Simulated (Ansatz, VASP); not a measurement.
# Ga2O: VASP beside Ansatz

The input INCAR:

```
ALGO = Normal
EDIFF = 1E-7
ENCUT = 520
GGA = PE
ISIF = 2
ISMEAR = 0
ISPIN = 2
LASPH = True
LCHARG = False
LORBIT = 11
LREAL = False
LWAVE = False
MAGMOM = 0 0 1
NBANDS = 27
NELM = 150
PREC = Accurate
SIGMA = 0.1
```

Contents of KPOINTS:

```
k-points
0
Gamma
  6 6 4
```

POSCAR

```
Ga2O
1.0
    3.3740568254      0.0000000000      0.0000000000
   -1.6870284127      2.9220189246      0.0000000000
    0.0000000000      0.0000000000      5.3431153515
Ga O
2 1
Direct
    0.0000000000      0.0000000000      0.5000000000
    0.3333333333      0.6666666667      0.0000000000
    0.6666666667      0.3333333333      0.5000000000
```

Input for Ansatz:

```yaml
crystal:
  lattice:
    - [3.3740568254, 0.0, 0.0]
    - [-1.6870284127, 2.9220189246, 0.0]
    - [0.0, 0.0, 5.3431153515]
  atoms:
    - { symbol: Ga, position: [0.0, 0.0, 0.5] }
    - { symbol: Ga, position: [0.3333333333, 0.6666666667, 0.0] }
    - { symbol: O, position: [0.6666666667, 0.3333333333, 0.5], spin: 1.0 }
basis:
  ecutwfc: 420
kpoints:
  mp_grid: { grid: [6, 6, 4] }
hamiltonian:
  xc: pbe
scf:
  occupations: { method: gaussian, width: 0.1 }
  lower_state_search: "off"
output:
  forces: true
  stress: true
  eigenvalues: true
  populations: true
magnetization:
  spin_polarized: true
```

Change from the starting cell: species swapped into the In2Bi type (P-6m2, No. 187).

Alike in both runs: task single point; functional PBE; k mesh 6 × 6 × 4; occupations gaussian, width 0.1 eV; collinear spin.

```csv
,VASP,Ansatz
version,VASP 6.6.1,Ansatz 0.2.0
potentials or method,"VASP PAW PBE potentials, release 64 (Ga_d, O), cutoff 520 eV","scalar-relativistic, plane waves, PAW"
valence electrons in the cell,32,32
```

|  | VASP | Ansatz | Ansatz less VASP |
| --- | --- | --- | --- |
| gap on the k mesh at the Fermi level (eV) | none | none | - |
| pressure (GPa) | 0.5 | 0.2 | -0.25 |
| traceless stress, the component that is largest in VASP (GPa) | -0.61 | -0.27 | +0.337 |
| net moment per atom (μB) | 0.00 | 0.00 | 0.000 |

A gap of «none» marks a metal or a gap that the smearing closes. Ansatz's warnings: seeded moment not kept.
